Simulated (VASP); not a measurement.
# Ru (P6_3/mmc) in VASP: further runs

The runs below take Ru through single point, relaxation of cell and atoms, with PBE+D3(BJ).

All numbers are computed with VASP 6.6.1; they aren't measurements. Logs are shortened: lines on timing, memory, paths and dates and some standing lists are left out, and cuts for length are marked.

## Step 1: The cell of the first run

Symmetry: P6_3/mmc, No. 194, hexagonal system. Conventional cell: a = 2.698 Å, b = 2.698 Å, c = 4.266 Å, α = 90.00°, β = 90.00°, γ = 120.00°. Within 3.5 Å of Ru (site symmetry -6m2) lie 12 Ru at 2.64 to 2.70 Å.

## Step 2: Single point, PBE+D3(BJ)

Input file INCAR:

```
PREC     = Accurate       # precision mode
ENCUT    = 520            # plane-wave cutoff, eV
EDIFF    = 1E-6           # SCF threshold, eV
ISMEAR   = 0              # smearing method
SIGMA    = 0.1            # smearing width, eV
LREAL    = False          # projectors in reciprocal space
LASPH    = True           # aspherical terms in the spheres
NELM     = 80             # most SCF steps
ALGO     = Fast           # electronic algorithm
ISIF     = 2              # what is computed and relaxed
LWAVE    = False          # write WAVECAR
LCHARG   = False          # write CHGCAR
GGA      = PE             # functional
IVDW     = 12             # dispersion correction
NBANDS   = 21             # bands
```

Input file KPOINTS:

```
regular mesh
0
Gamma
  18 18 10
```

Input file POSCAR:

```
Ru
1.0
    2.6975289512      0.0000000000      0.0000000000
   -1.3487644756      2.3361285992      0.0000000000
    0.0000000000      0.0000000000      4.2657007470
Ru
2
Direct
    0.3333333333      0.6666666667      0.2500000000
    0.6666666667      0.3333333333      0.7500000000
```

Potentials or basis: VASP PAW PBE potentials, release 64 (Ru_pv).

The run is started by

```sh
> cat potpaw_PBE.64/Ru_pv/POTCAR > POTCAR
> mpirun -np 1 vasp_std > vasp.out
```

OUTCAR:

```text
PREC = Accurate
   ENCUT = 520
   EDIFF = 1E-6
   ISMEAR = 0
   LREAL = False
   LASPH = True
   NELM = 80
   ISIF = 2
   GGA = PE
   IVDW = 12
 IVDW          = 12

 ion  position               nearest neighbor table
   1  0.333  0.667  0.250-   2 2.64   2 2.64   2 2.64   2 2.64   2 2.64   2 2.64
   2  0.667  0.333  0.750-   1 2.64   1 2.64   1 2.64   1 2.64   1 2.64   1 2.64

  LATTYP: Found a hexagonal cell.
 ALAT       =     2.6975289512
 C/A-ratio  =     1.5813364098

  Lattice vectors:

 A1 = (   2.6975289512,   0.0000000000,   0.0000000000)
 A2 = (  -1.3487644756,   2.3361285992,   0.0000000000)
 A3 = (   0.0000000000,   0.0000000000,   4.2657007470)

Analysis of symmetry for initial positions (statically):
=====================================================================
 Subroutine PRICEL returns:
 Original cell was already a primitive cell.

 Routine SETGRP: Setting up the symmetry group for a
 hexagonal supercell.

 Subroutine GETGRP returns: Found 24 space group operations
 (whereof 12 operations were pure point group operations)
 out of a pool of 24 trial point group operations.

The static configuration has the point symmetry D_3d.
 The point group associated with its full space group is D_6h.

Analysis of symmetry for dynamics (positions and initial velocities):
=====================================================================
 Subroutine PRICEL returns:
 Original cell was already a primitive cell.

 Routine SETGRP: Setting up the symmetry group for a
 hexagonal supercell.

 Subroutine GETGRP returns: Found 24 space group operations
 (whereof 12 operations were pure point group operations)
 out of a pool of 24 trial point group operations.

The dynamic configuration has the point symmetry D_3d.
 The point group associated with its full space group is D_6h.

 Subroutine INISYM returns: Found 24 space group operations
 (whereof 12 operations are pure point group operations),
 and found     1 'primitive' translations

----------------------------------------------------------------------------------------

                                     Primitive cell

  volume of cell :      26.8815

  direct lattice vectors                    reciprocal lattice vectors
     2.697528951  0.000000000  0.000000000     0.370709645  0.214029313  0.000000000
    -1.348764476  2.336128599  0.000000000     0.000000000  0.428058627  0.000000000
     0.000000000  0.000000000  4.265700747     0.000000000  0.000000000  0.234428072

  length of vectors
     2.697528951  2.697528951  4.265700747     0.428058627  0.428058627  0.234428072
[... 81 lines left out ...]
   EDIFF  = 0.1E-05   stopping-criterion for ELM
   LREAL  =      F    real-space projection
   EDIFFG = 0.1E-04   stopping-criterion for IOM
   NSW    =      0    number of steps for IOM
   IBRION =     -1    ionic relax: 0-MD 1-quasi-New 2-CG
   NFREE  =      0    steps in history (QN), initial steepest desc. (CG)
   ISIF   =      2    stress and relaxation
   ISYM   =      2    0-nonsym 1-usesym 2-fastsym
   POTIM  = 0.5000    time-step for ionic-motion
   TEBEG  =    0.0;   TEEND  =   0.0 temperature during run
   PSTRESS=    0.0 pullay stress
   NELECT =      28.0000    total number of electrons
   NUPDOWN=      -1.0000    fix difference up-down
   EMIN   =  10.00;   EMAX   =-10.00  energy-range for DOS
   EFERMI =   0.00;   METHOD = LEGACY
   ISMEAR =     0;   SIGMA  =   0.10  broadening in eV -4-tet -1-fermi 0-gaus
   EFERMI_NEDOS =   21; number of points for ismear=-14 and -15
   IALGO  =     68    algorithm
   IMIX   =      4    mixing-type and parameters
     AMIX     =   0.40;   BMIX     =  1.00
     AMIX_MAG =   1.60;   BMIX_MAG =  1.00
  volume/ion in A,a.u.               =      13.44        90.70
  Fermi-wavevector in a.u.,A,eV,Ry     =   1.659497  3.135994 37.469489  2.753930
  Thomas-Fermi vector in A             =   2.746895
   LORBIT       =      0    0 simple, 1 ext, 2 COOP (PROOUT), +10 PAW based schemes
   GGA     = PE    functional components
   LHFCALC =     F    Hartree Fock is set to
   AEXX    =    0.0000 exact exchange contribution
   IVDW    =    12    specifies the selected vdW correction
   LEPSILON=     F    determine dielectric tensor
   LRPA    =     F    only Hartree local field effects (RPA)
 non-spin polarized calculation
 RMM-DIIS sequential band-by-band and
 Gauss-broadening in eV      SIGMA  =   0.10
  energy-cutoff  :      520.00
  volume of cell :       26.88
 maximum number of plane-waves:       744
 NGX is ok and might be reduce to    20
   NGX =  9   NGY =  9   NGZ = 15

 number of electron      28.0000003 magnetization

 Free energy of the ion-electron system (eV)
  ---------------------------------------------------
  ext. energy  EPLUGINS =         0.00000000
  ---------------------------------------------------
  free energy    TOTEN  =       -18.45609632 eV

  energy without entropy =      -18.44711111  energy(sigma->0) =      -18.45160372

 E-fermi :  13.0191     XC(G=0): -14.1821

 val. band max:       13.0176920473   @ k =   0.1667   0.1111   0.3000
 cond. band min:      13.0297808895   @ k =   0.4444   0.1111   0.5000
 fundamental gap:      0.0120888422
 Fermi energy:        13.0191167893

 k-point     1 :       0.0000    0.0000    0.0000
  band No.  band energies     occupation
      1     -30.6623      2.00000
      2     -29.6967      2.00000
      3     -29.6967      2.00000
      4     -29.5205      2.00000
      5     -29.5205      2.00000
      6     -29.4786      2.00000
[... 565 lines left out ...]
     20      25.1494      0.00000
     21      25.2562      0.00000

 [... further k-points ...]

------------------------ aborting loop because EDIFF is reached ----------------------------------------

 Edisp (eV)   -1.26135

 E8    (eV) :    -0.5755

  FORCE on cell =-STRESS in cart. coord.  units (eV):
  Direction    XX          YY          ZZ          XY          YZ          ZX
  --------------------------------------------------------------------------------------
  -------------------------------------------------------------------------------------
  Total      -0.01063    -0.01063    -0.00603    -0.00000     0.00000    -0.00000
  in kB      -0.63356    -0.63356    -0.35911    -0.00000     0.00000    -0.00000
  external pressure =       -0.54 kB  Pullay stress =        0.00 kB

 VOLUME and BASIS-vectors are now :
 -----------------------------------------------------------------------------
  energy-cutoff  :      520.00
  volume of cell :       26.88
      direct lattice vectors                 reciprocal lattice vectors
     2.697528951  0.000000000  0.000000000     0.370709645  0.214029313  0.000000000
    -1.348764476  2.336128599  0.000000000     0.000000000  0.428058627  0.000000000
     0.000000000  0.000000000  4.265700747     0.000000000  0.000000000  0.234428072

 POSITION                                       TOTAL-FORCE (eV/Angst)
 -----------------------------------------------------------------------------------
     -0.00000      1.55742      1.06643         0.000000      0.000000      0.000000
      1.34876      0.77871      3.19928        -0.000000     -0.000000      0.000000
 -----------------------------------------------------------------------------------
    total drift:                               -0.000000      0.000000     -0.000000

  FREE ENERGIE OF THE ION-ELECTRON SYSTEM (eV)
  ---------------------------------------------------
  free  energy   TOTEN  =       -19.7174451415 eV

  energy  without entropy=      -19.7084599219  energy(sigma->0) =      -19.71295253
```

OSZICAR:

```text
N       E                     dE             d eps       ncg     rms          rms(c)
DAV:   1     0.286166349988E+03    0.28617E+03   -0.17553E+04  9332   0.149E+03
DAV:   2    -0.139687349412E+02   -0.30014E+03   -0.29104E+03  9579   0.445E+02
DAV:   3    -0.197450191226E+02   -0.57763E+01   -0.57445E+01 10879   0.691E+01
DAV:   4    -0.197879827057E+02   -0.42964E-01   -0.42906E-01 11864   0.569E+00
DAV:   5    -0.197885143425E+02   -0.53164E-03   -0.52831E-03 10505   0.561E-01    0.182E+01
RMM:   6    -0.185458071182E+02    0.12427E+01   -0.26776E+00  9522   0.137E+01    0.503E+00
RMM:   7    -0.184630921317E+02    0.82715E-01   -0.35718E-01 10179   0.453E+00    0.106E+00
RMM:   8    -0.184563578416E+02    0.67343E-02   -0.21576E-02 10556   0.138E+00    0.408E-01
RMM:   9    -0.184560805566E+02    0.27728E-03   -0.22653E-03 10622   0.421E-01    0.716E-02
RMM:  10    -0.184560997456E+02   -0.19189E-04   -0.33188E-04 10857   0.167E-01    0.201E-02
RMM:  11    -0.184560976510E+02    0.20945E-05   -0.56671E-05 11292   0.478E-02    0.459E-03
RMM:  12    -0.184560958807E+02    0.17703E-05   -0.10621E-05 10227   0.197E-02    0.218E-03
RMM:  13    -0.184560963248E+02   -0.44409E-06   -0.11996E-06  7643   0.780E-03
   1 F= -.19717445E+02 E0= -.19712953E+02  d E =-.898522E-02
```

Run time: 1.9 min. Hardware: 1 thread of Intel Xeon 8259CL, shared host; peak memory 0.22 GiB.

What came out:

* Free energy: -19.7174 eV
* Pressure: -0.1 GPa
* Band gap on the k mesh: zero (bands 14 and 15 overlap by 3.18 eV)
* Dispersion energy per atom: -0.631 eV

## Step 3: Relaxation of cell and atoms, PBE+D3(BJ)

This run uses another cell than the first one, of 13.77 Å³/atom.

Input file INCAR:

```
  ALGO = Fast
  EDIFF = 1E-6
  EDIFFG = -0.005
  ENCUT = 600
  GGA = PE
  IBRION = 2
  ISIF = 3
  ISMEAR = 0
  IVDW = 12
  LASPH = T
  LCHARG = F
  LREAL = F
  LWAVE = F
  NELM = 100
  NSW = 70
  PREC = Accurate
  SIGMA = 0.1
```

Input file KPOINTS:

```
k-points
0
Gamma
  18 18 10
```

Input file POSCAR:

```
Ru
1.0
    2.7200250912      0.0000000000      0.0000000000
   -1.3600125456      2.3556108279      0.0000000000
    0.0000000000      0.0000000000      4.2967694965
Ru
2
Direct
    0.3333333333      0.6666666667      0.2500000000
    0.6666666667      0.3333333333      0.7500000000
```

Potentials or basis: VASP PAW PBE potentials, release 64 (Ru_pv).

The run is started by

```sh
> cat potpaw_PBE.64/Ru_pv/POTCAR > POTCAR
> mpirun -np 1 vasp_std > vasp.out
```

It took 14 min on 1 thread of Intel Xeon 8259CL, shared host; peak memory 0.27 GiB.

The run converged. Its results:

```yaml
Free_energy: -19.7184 eV
Relaxed_volume: 13.44 Å³/atom
Relaxed_cell: a = 2.697 Å, b = 2.697 Å, c = 4.266 Å, α = 90.00°, β = 90.00°, γ = 120.00°
Space_group_after_relaxing_to_0.1_Å: P6_3/mmc (No. 194)
Energy_gained_by_relaxing: 8.0 meV/atom
Ionic_steps: 14
Pressure_after_relaxing: 0.0 GPa
Band_gap_on_the_k_mesh: zero (bands 14 and 15 overlap by 3.18 eV)
Dispersion_energy_per_atom: -0.631 eV
```

The path:
| step | energy change (eV) | largest force (eV/Å) | pressure (GPa) | volume (Å³) |
| --- | --- | --- | --- | --- |
| 1 | 0.0000 | 0.0000 | -7.61 | 27.53 |
| 2 | 0.1412 | 0.0000 | 28.92 | 25.01 |
| 3 | -0.0159 | 0.0000 | -0.17 | 26.90 |
| 4 | -0.0159 | 0.0000 | -0.04 | 26.88 |
| 5 | -0.0159 | 0.0000 | 0.12 | 26.87 |
| 6 | -0.0159 | 0.0000 | -0.37 | 26.90 |
| 7 | -0.0159 | 0.0000 | 0.00 | 26.88 |
| 8 | -0.0159 | 0.0000 | -0.12 | 26.89 |
| 9 | -0.0159 | 0.0000 | -0.16 | 26.89 |
| 10 | -0.0159 | 0.0000 | -0.11 | 26.89 |
| 11 | -0.0159 | 0.0000 | -0.13 | 26.89 |
| 12 | -0.0159 | 0.0000 | -0.12 | 26.89 |
| 13 | -0.0159 | 0.0000 | 0.22 | 26.86 |
| 14 | -0.0159 | 0.0000 | -0.03 | 26.88 |

Final structure:
```xyz
2
Lattice="2.6972 0.0000 0.0000 -1.3486 2.3358 0.0000 0.0000 0.0000 4.2657" Properties=species:S:1:pos:R:3 pbc="T T T"
Ru    0.0000    1.5572    1.0664
Ru    1.3486    0.7786    3.1993
```

Levels at points of the mesh, in eV from the Fermi level:
| k point | band 12 | band 13 | band 14 | band 15 | band 16 | band 17 |
| --- | --- | --- | --- | --- | --- | --- |
| (0.00, 0.00, 0.00) | -1.93 | -1.93 | -1.41 | -1.41 | 1.21 | 1.21 |
| (0.50, 0.00, 0.00) | -1.80 | -1.53 | 1.46 | 1.88 | 1.96 | 4.13 |
| (0.00, 0.00, 0.50) | -2.80 | -2.73 | -2.73 | 0.56 | 0.56 | 0.56 |
| (0.50, 0.00, 0.50) | -1.07 | 0.46 | 0.46 | 1.72 | 1.72 | 3.44 |
